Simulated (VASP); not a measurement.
A run of VASP 6.6.1:

The input INCAR:

```
SYSTEM = Sn2GeN2
  PREC = Accurate
  ENCUT = 600
  EDIFF = 1E-6
  ISMEAR = 0
  SIGMA = 0.1
  LREAL = .False.
  LASPH = .True.
  NELM = 60
  ALGO = Fast
  ISIF = 3
  LWAVE = .False.
  LCHARG = .False.
  GGA = PE
  IBRION = 2
  NSW = 100
  EDIFFG = -0.01
```

KPOINTS

```
Automatic mesh
0
Gamma
  12 12 4
  0 0 0
```

File POSCAR:

```
Sn2GeN2
1.0
    3.1369605574      0.0000000000      0.0000000000
   -1.5684802787      2.7166875333      0.0000000000
    0.0000000000      0.0000000000      9.8873462949
Sn Ge N
2 1 2
Direct
    0.3333333333      0.6666666667      0.3157386316
    0.6666666667      0.3333333333      0.6842613684
    0.0000000000      0.0000000000      0.0000000000
    0.3333333333      0.6666666667      0.1020432418
    0.6666666667      0.3333333333      0.8979567582
```

Potentials or basis: VASP PAW PBE potentials, release 64 (Sn_d, Ge_d, N).

Command:

```console
$ cat potpaw_PBE.64/Sn_d/POTCAR potpaw_PBE.64/Ge_d/POTCAR potpaw_PBE.64/N/POTCAR > POTCAR
$ mpirun -np 1 vasp_std > vasp.out
```

Hardware: 1 thread of Oxide Virtual Turin-like Processor (shared host).

Problem. How long does it take, and how much memory?

Solution. Run time: 35 min on 1 thread of Oxide Virtual Turin-like Processor (shared host), peak memory 0.37 GiB. Counts: scf iterations 144, k points 69, ion steps 25.
